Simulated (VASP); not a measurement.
A run of VASP 6.6.1 is set up as follows.

The input INCAR:

```
SYSTEM = TaN
PREC = Accurate
ENCUT = 600
EDIFF = 1E-6
ISMEAR = 0
SIGMA = 0.15
LREAL = .False.
LASPH = .True.
NELM = 120
ALGO = Normal
ISIF = 2
LWAVE = .False.
LCHARG = .True.
GGA = PS
LELF = .True.
LVHAR = .True.
NBANDS = 16
GGA_COMPAT = .False.
```

File KPOINTS:

```
regular mesh
0
Gamma
  21 21 18
  0 0 0
```

File POSCAR:

```
TaN
1.0
    2.8272866554      0.0000000000      0.0000000000
   -1.4136433277      2.4485020673      0.0000000000
    0.0000000000      0.0000000000      2.9477290669
Ta N
1 1
Direct
    0.3333333333      0.6666666667      0.5000000000
    0.0000000000      0.0000000000      0.0000000000
```

Potentials or basis: VASP PAW PBE potentials, release 64 (Ta_sv_GW, N).

The run is started by

```sh
$ cat potpaw_PBE.64/Ta_sv_GW/POTCAR potpaw_PBE.64/N/POTCAR > POTCAR
$ mpirun -np 1 vasp_std > vasp.out
```

Question: Predict the band gap on the k mesh.

Answer: Zero (band 9 reaches 13.36 eV, above the bottom of band 10 at 12.89 eV).

Question: Predict the pressure.

Answer: 15.2 GPa.

Stress tensor (GPa, compression positive):
```
 28.42   0.00   0.00
  0.00  28.42   0.00
  0.00   0.00 -11.25
```

Caveat: the PAW data sets were made with another functional, which shifts forces and pressure a little; spin-orbit coupling is left out, which moves the levels of the heavy elements.
